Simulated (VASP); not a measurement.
# MnSb (P6_3/mmc) in VASP: a series of runs, part 2 of 2

VASP 6.6.1.

## Step 4: Single point, RPBE, collinear spin, ferromagnetic start

This run uses another cell than the first one, of 22.85 Å³/atom, 1.039 times its volume.

INCAR reads:

```
SYSTEM = MnSb
PREC = Accurate
ENCUT = 520
EDIFF = 1E-6
ISMEAR = -1
SIGMA = 0.05
LREAL = .False.
LASPH = .True.
NELM = 150
ALGO = Normal
ISIF = 2
LWAVE = .False.
LCHARG = .False.
ISPIN = 2
MAGMOM = 0 0 4 4
LORBIT = 11
LMAXMIX = 4
GGA = RP
NBANDS = 30
```

KPOINTS reads:

```
regular mesh
0
Gamma
  7 7 5
  0 0 0
```

POSCAR reads:

```
MnSb
1.0
    4.2313932131      0.0000000000      0.0000000000
   -2.1156966065      3.6644940159      0.0000000000
    0.0000000000      0.0000000000      5.8933621136
Sb Mn
2 2
Direct
    0.6666666667      0.3333333333      0.7500000000
    0.3333333333      0.6666666667      0.2500000000
    0.0000000000      0.0000000000      0.5000000000
    0.0000000000      0.0000000000      0.0000000000
```

Potentials or basis: VASP PAW PBE potentials, release 64 (Sb, Mn_pv).

The run is started by

```console
cat potpaw_PBE.64/Sb/POTCAR potpaw_PBE.64/Mn_pv/POTCAR > POTCAR
mpirun -np 1 vasp_std > vasp.out
```

OUTCAR:

```text
SYSTEM = MnSb
   PREC = Accurate
   ENCUT = 520
   EDIFF = 1E-6
   ISMEAR = -1
   LREAL = .False.
   LASPH = .True.
   NELM = 150
   ISIF = 2
   ISPIN = 2
   LORBIT = 11
   GGA = RP

 ion  position               nearest neighbor table
   1  0.667  0.333  0.750-   3 2.85   4 2.85   3 2.85   4 2.85   3 2.85   4 2.85
   2  0.333  0.667  0.250-   3 2.85   4 2.85   3 2.85   4 2.85   3 2.85   4 2.85
   3  0.000  0.000  0.500-   1 2.85   2 2.85   2 2.85   1 2.85   1 2.85   2 2.85   4 2.95   4 2.95

   4  0.000  0.000  0.000-   1 2.85   2 2.85   2 2.85   1 2.85   1 2.85   2 2.85   3 2.95   3 2.95

  LATTYP: Found a hexagonal cell.
 ALAT       =     4.2313932131
 C/A-ratio  =     1.3927710843

  Lattice vectors:

 A1 = (   4.2313932131,   0.0000000000,   0.0000000000)
 A2 = (  -2.1156966065,   3.6644940159,   0.0000000000)
 A3 = (   0.0000000000,   0.0000000000,   5.8933621136)

Analysis of symmetry for initial positions (statically):
=====================================================================
 Subroutine PRICEL returns:
 Original cell was already a primitive cell.

 Routine SETGRP: Setting up the symmetry group for a
 hexagonal supercell.

 Subroutine GETGRP returns: Found 24 space group operations
 (whereof 12 operations were pure point group operations)
 out of a pool of 24 trial point group operations.

The static configuration has the point symmetry D_3d.
 The point group associated with its full space group is D_6h.

Analysis of symmetry for dynamics (positions and initial velocities):
=====================================================================
 Subroutine PRICEL returns:
 Original cell was already a primitive cell.

 Routine SETGRP: Setting up the symmetry group for a
 hexagonal supercell.

 Subroutine GETGRP returns: Found 24 space group operations
 (whereof 12 operations were pure point group operations)
 out of a pool of 24 trial point group operations.

The dynamic configuration has the point symmetry D_3d.
 The point group associated with its full space group is D_6h.

Analysis of structural, dynamic, and magnetic symmetry:
[... 165 lines left out ...]
 val. band max:        7.1204078129   @ k =   0.4286   0.1429   0.2000
 cond. band min:       7.1400943418   @ k =   0.2857   0.0000   0.4000
 fundamental gap:      0.0196865289
 Fermi energy:         7.1301367933

 spin component 1

 k-point     1 :       0.0000    0.0000    0.0000
  band No.  band energies     occupation
      1     -43.0691      1.00000
      2     -43.0691      1.00000
      3     -43.0633      1.00000
      4     -43.0633      1.00000
      5     -42.8804      1.00000
      6     -42.8179      1.00000
[... 781 lines left out ...]
     29      14.3533      0.00000
     30      14.6325      0.00000
 Fermi energy:         7.1301367933

 spin component 2

 k-point     1 :       0.0000    0.0000    0.0000
  band No.  band energies     occupation
      1     -39.1797      1.00000
      2     -39.1797      1.00000
      3     -39.1725      1.00000
      4     -39.1725      1.00000
      5     -39.1252      1.00000
      6     -39.0502      1.00000
[... 781 lines left out ...]
     29      14.7190      0.00000
     30      15.0543      0.00000

------------------------ aborting loop because EDIFF is reached ----------------------------------------

  FORCE on cell =-STRESS in cart. coord.  units (eV):
  Direction    XX          YY          ZZ          XY          YZ          ZX
  --------------------------------------------------------------------------------------
  -------------------------------------------------------------------------------------
  Total       -1.6007750     -1.6007750     -1.8447732     -0.0000000      0.0000000      0.0000000
  in kB      -28.0659886    -28.0659886    -32.3439489     -0.0000000      0.0000000      0.0000000
  external PRESSURE =     -29.4919754 kB  Pullay stress =       0.0000000 kB

 VOLUME and BASIS-vectors are now :
 -----------------------------------------------------------------------------
  energy-cutoff  :      520.00
  volume of cell :       91.38
      direct lattice vectors                 reciprocal lattice vectors
     4.231393213  0.000000000  0.000000000     0.236328781  0.136444485  0.000000000
    -2.115696606  3.664494016  0.000000000     0.000000000  0.272888971  0.000000000
     0.000000000  0.000000000  5.893362114     0.000000000  0.000000000  0.169682429

 POSITION                                       TOTAL-FORCE (eV/Angst)
 -----------------------------------------------------------------------------------
      2.11570      1.22150      4.42002        -0.000000      0.000000      0.000000
     -0.00000      2.44300      1.47334         0.000000     -0.000000      0.000000
      0.00000      0.00000      2.94668         0.000000      0.000000      0.000000
      0.00000      0.00000      0.00000         0.000000      0.000000      0.000000
 -----------------------------------------------------------------------------------
    total drift:                                0.000000     -0.000000      0.000000

  FREE ENERGIE OF THE ION-ELECTRON SYSTEM (eV)
  ---------------------------------------------------
  free  energy   TOTEN  =       -24.8057892015 eV

  energy  without entropy=      -24.7887051342  energy(sigma->0) =      -24.79724717

 total charge

# of ion       s       p       d       tot
------------------------------------------
    1        1.145   1.242   0.034   2.420
    2        1.145   1.242   0.034   2.420
    3        0.261   6.189   4.985  11.435
    4        0.261   6.189   4.985  11.435
--------------------------------------------------
tot          2.813  14.860  10.037  27.710

 magnetization (x)

# of ion       s       p       d       tot
------------------------------------------
    1        0.016  -0.160   0.005  -0.139
    2        0.016  -0.160   0.005  -0.139
    3        0.040   0.028   3.549   3.617
    4        0.040   0.028   3.549   3.617
--------------------------------------------------
tot          0.113  -0.265   7.109   6.956
```

OSZICAR:

```text
N       E                     dE             d eps       ncg     rms          rms(c)
DAV:   1     0.310169114651E+03    0.31017E+03   -0.18953E+04  3232   0.119E+03
DAV:   2    -0.103791764814E+02   -0.32055E+03   -0.30662E+03  3024   0.337E+02
DAV:   3    -0.262184671846E+02   -0.15839E+02   -0.15478E+02  3406   0.835E+01
DAV:   4    -0.265233199327E+02   -0.30485E+00   -0.30425E+00  3176   0.113E+01
DAV:   5    -0.265299348326E+02   -0.66149E-02   -0.66146E-02  3344   0.189E+00    0.139E+01
DAV:   6    -0.276161042543E+02   -0.10862E+01   -0.22284E+01  3126   0.460E+01    0.203E+01
DAV:   7    -0.246833161050E+02    0.29328E+01   -0.90931E+00  3158   0.321E+01    0.573E+00
DAV:   8    -0.247981468323E+02   -0.11483E+00   -0.48633E-01  3126   0.411E+00    0.284E+00
DAV:   9    -0.247940915339E+02    0.40553E-02   -0.17024E-01  3056   0.321E+00    0.153E+00
DAV:  10    -0.248016530436E+02   -0.75615E-02   -0.19348E-02  3188   0.977E-01    0.868E-01
DAV:  11    -0.248054549149E+02   -0.38019E-02   -0.76128E-03  3132   0.687E-01    0.272E-01
DAV:  12    -0.248057265483E+02   -0.27163E-03   -0.10021E-03  3226   0.209E-01    0.955E-02
DAV:  13    -0.248057530065E+02   -0.26458E-04   -0.13461E-04  3200   0.816E-02    0.593E-02
DAV:  14    -0.248057885080E+02   -0.35502E-04   -0.72493E-05  3036   0.584E-02    0.140E-02
DAV:  15    -0.248057892015E+02   -0.69350E-06   -0.37528E-06  3160   0.128E-02
   1 F= -.24805789E+02 E0= -.24797247E+02  d E =-.170841E-01  mag=     7.1282
```

Run time: 3.1 min. Hardware: 1 thread of Oxide Virtual Turin-like, shared host; peak memory 0.27 GiB.

Results:

- Free energy: -24.8058 eV
- Pressure: -2.9 GPa
- Net moment: 7.13 μB per cell
- Site moments: Sb -0.14; Mn +3.62 μB
- Valence electrons inside the program's atomic spheres: Sb 2.42; Mn 11.44

Stress tensor (GPa, compression positive):
```
-2.81  0.00  0.00
 0.00 -2.81  0.00
 0.00  0.00 -3.23
```

Caveat: the PAW data sets were made with another functional, which shifts forces and pressure a little; spin-orbit coupling is left out, which moves the levels of the heavy elements; only a ferromagnetic start was run, and an antiferromagnetic order may lie lower in energy.

## Step 5: Single point, RPBE, collinear spin, ferromagnetic start

This run uses another cell than the first one, of 20.26 Å³/atom, 0.922 times its volume.

INCAR reads:

```
SYSTEM = MnSb
ALGO     = Normal         ! electronic algorithm
EDIFF    = 1E-7           ! SCF threshold, eV
ENCUT    = 520            ! plane-wave cutoff, eV
GGA      = RP             ! functional
ISIF     = 2              ! what is computed and relaxed
ISMEAR   = -1             ! smearing method
ISPIN    = 2              ! spin polarisation
LASPH    = .True.         ! aspherical terms in the spheres
LCHARG   = .True.         ! write CHGCAR
LELF     = .True.         ! ELF
LMAXMIX  = 4              ! l up to which the mixer works
LORBIT   = 11             ! projections on sites
LREAL    = .False.        ! projectors in reciprocal space
LVHAR    = .True.       
LWAVE    = .False.        ! write WAVECAR
MAGMOM   = 0 0 4 4        ! initial moments
NBANDS   = 30             ! bands
NELM     = 150            ! most SCF steps
PREC     = Accurate       ! precision mode
SIGMA    = 0.05           ! smearing width, eV
```

KPOINTS reads:

```
k-points
0
Gamma
  7 7 5
  0 0 0
```

POSCAR reads:

```
MnSb
1.0
    4.0652823512      0.0000000000      0.0000000000
   -2.0326411756      3.5206377897      0.0000000000
    0.0000000000      0.0000000000      5.6620077084
Sb Mn
2 2
Direct
    0.6666666667      0.3333333333      0.7500000000
    0.3333333333      0.6666666667      0.2500000000
    0.0000000000      0.0000000000      0.5000000000
    0.0000000000      0.0000000000      0.0000000000
```

The run is started by

```console
cat potpaw_PBE.64/Sb/POTCAR potpaw_PBE.64/Mn_pv/POTCAR > POTCAR
mpirun -np 1 vasp_std > vasp.out
```

Run time: 3.5 min. Hardware: 1 thread of Oxide Virtual Turin-like, shared host; peak memory 0.23 GiB.

Results (log left out):

```yaml
Free_energy: -24.8243 eV
Pressure: 2.9 GPa
Net_moment: 6.42 μB per cell
Site_moments: Sb -0.13; Mn +3.27 μB
Valence_electrons_inside_the_program's_atomic_spheres: Sb 2.47; Mn 11.57
```

Stress tensor (GPa, compression positive):
```
3.37 0.00 0.00
0.00 3.37 0.00
0.00 0.00 2.06
```

Levels at points of the mesh, in eV from the Fermi level:
Spin up:
```
           k point  band 17  band 18  band 19  band 20  band 21  band 22  band 23  band 24  band 25  band 26
(0.00, 0.00, 0.00)    -1.85    -1.85    -0.37     0.54     0.54     2.48     2.48     2.83     3.13     5.01
```
Spin down:
```tsv
k point	band 12	band 13	band 14	band 15	band 16	band 17	band 18	band 19
(0.00, 0.00, 0.00)	-1.10	-0.13	-0.13	0.19	0.19	0.61	0.61	1.44
```

Caveat: the PAW data sets were made with another functional, which shifts forces and pressure a little; spin-orbit coupling is left out, which moves the levels of the heavy elements; only a ferromagnetic start was run, and an antiferromagnetic order may lie lower in energy.

## Step 6: Single point, RPBE, collinear spin, ferromagnetic start

This run uses another cell than the first one, of 20.69 Å³/atom, 0.941 times its volume.

INCAR reads:

```
ALGO     = Normal         # electronic algorithm
EDIFF    = 1E-7           # SCF threshold, eV
ENCUT    = 520            # plane-wave cutoff, eV
GGA      = RP             # functional
ISIF     = 2              # what is computed and relaxed
ISMEAR   = -1             # smearing method
ISPIN    = 2              # spin polarisation
LASPH    = T              # aspherical terms in the spheres
LCHARG   = T              # write CHGCAR
LELF     = T              # ELF
LMAXMIX  = 4              # l up to which the mixer works
LORBIT   = 11             # projections on sites
LREAL    = F              # projectors in reciprocal space
LVHAR    = T            
LWAVE    = F              # write WAVECAR
MAGMOM   = 0 0 4 4        # initial moments
NBANDS   = 30             # bands
NELM     = 150            # most SCF steps
PREC     = Accurate       # precision mode
SIGMA    = 0.05           # smearing width, eV
```

KPOINTS reads:

```
k-points
0
Gamma
  7 7 5
```

POSCAR reads:

```
MnSb
1.0
    4.0939120434      0.0000000000      0.0000000000
   -2.0469560217      3.5454318304      0.0000000000
    0.0000000000      0.0000000000      5.7018823159
Sb Mn
2 2
Direct
    0.6666666667      0.3333333333      0.7500000000
    0.3333333333      0.6666666667      0.2500000000
    0.0000000000      0.0000000000      0.5000000000
    0.0000000000      0.0000000000      0.0000000000
```

Potentials or basis: VASP PAW PBE potentials, release 64 (Sb, Mn_pv).

The run is started by

```console
cat potpaw_PBE.64/Sb/POTCAR potpaw_PBE.64/Mn_pv/POTCAR > POTCAR
mpirun -np 1 vasp_std > vasp.out
```

Run time: 3.7 min. Hardware: 1 thread of Oxide Virtual Turin-like, shared host; peak memory 0.23 GiB.

It converged, with:

```
Free energy                                           : -24.8491 eV
Pressure                                              : 1.7 GPa
Net moment                                            : 6.55 μB per cell
Site moments                                          : Sb -0.13; Mn +3.33 μB
Valence electrons inside the program's atomic spheres : Sb 2.46; Mn 11.55
```

Stress tensor (GPa, compression positive):
```
2.07 0.00 0.00
0.00 2.07 0.00
0.00 0.00 0.83
```

Levels at points of the mesh, in eV from the Fermi level:
Spin up:
| k point | band 18 | band 19 | band 20 | band 21 | band 22 | band 23 | band 24 | band 25 |
| --- | --- | --- | --- | --- | --- | --- | --- | --- |
| (0.00, 0.00, 0.00) | -1.89 | -0.46 | 0.52 | 0.52 | 2.38 | 2.38 | 2.76 | 3.08 |
Spin down:
| k point | band 13 | band 14 | band 15 | band 16 | band 17 | band 18 |
| --- | --- | --- | --- | --- | --- | --- |
| (0.00, 0.00, 0.00) | -0.06 | -0.06 | 0.24 | 0.24 | 0.58 | 0.58 |

Caveat: the PAW data sets were made with another functional, which shifts forces and pressure a little; spin-orbit coupling is left out, which moves the levels of the heavy elements; only a ferromagnetic start was run, and an antiferromagnetic order may lie lower in energy.

## Step 7: Overview

```tsv
cell	gap on the mesh (eV)	pressure (GPa)	moment (μB)
a = 4.177, b = 4.177, c = 5.818 Å, angles 90.0, 90.0, 120.0°, 4 atoms	none	-1.4	6.92
a = 4.205, b = 4.205, c = 5.856 Å, angles 90.0, 90.0, 120.0°, 4 atoms	none	-2.2	7.03
a = 4.231, b = 4.231, c = 5.893 Å, angles 90.0, 90.0, 120.0°, 4 atoms	none	-2.9	7.13
a = 4.065, b = 4.065, c = 5.662 Å, angles 90.0, 90.0, 120.0°, 4 atoms	none	2.9	6.42
a = 4.094, b = 4.094, c = 5.702 Å, angles 90.0, 90.0, 120.0°, 4 atoms	none	1.7	6.55
```

Alike in all rows: task single point; level RPBE; potentials or basis VASP PAW PBE potentials, release 64 (Sb, Mn_pv); spin collinear, ferromagnetic start; k mesh 7 × 7 × 5; cutoff (eV) 520; smearing fermi-dirac 0.05 eV.

Caveats: the PAW data sets were made with another functional, which shifts forces and pressure a little; spin-orbit coupling is left out, which moves the levels of the heavy elements; only a ferromagnetic start was run, and an antiferromagnetic order may lie lower in energy.

Total energies depend on the potentials used, so only differences within one code and one set of settings carry meaning.
